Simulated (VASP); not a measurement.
AlRu, 2 atoms in the cell. The structure is cubic, space group Pm-3m (No. 221). Conventional cell: a = 2.951 Å, b = 2.951 Å, c = 2.951 Å, α = 90.00°, β = 90.00°, γ = 90.00°. Within 3.4 Å of Al (site symmetry m-3m) lie 8 Ru at 2.56 Å and 6 Al at 2.95 Å. Ru (site symmetry m-3m) has 8 Al at 2.56 Å and 6 Ru at 2.95 Å within 3.4 Å. 

| Quantity | Value |
| --- | --- |
| Program | VASP 6.6.1 |
| Task | single point |
| Functional | PBE |
| Dispersion | D4 |
| Potentials or basis | VASP PAW PBE potentials, release 64 (Al, Ru_pv) |
| Cutoff | 520 eV |
| k mesh | 8 × 8 × 8 |
| Occupations | gaussian, width 0.01 eV |
| Spin | no spin polarisation |
| Dipole correction | no |
| Further INCAR settings | ALGO = Normal; EDIFF = 1e-06; NBANDS = 16 |

Potentials or basis: VASP PAW PBE potentials, release 64 (Al, Ru_pv).

The run is started by

```bash
$ cat potpaw_PBE.64/Al/POTCAR potpaw_PBE.64/Ru_pv/POTCAR > POTCAR
$ mpirun -np 1 vasp_std > vasp.out
```

Hardware: 1 thread of Intel Xeon 6975P-C (shared host).

Question: Estimate the wall time of this run.

Answer: Run time: 7.3 s on 1 thread of Intel Xeon 6975P-C, with other jobs on the host, peak memory 0.15 GiB. Counts: scf iterations 11, k points 35.
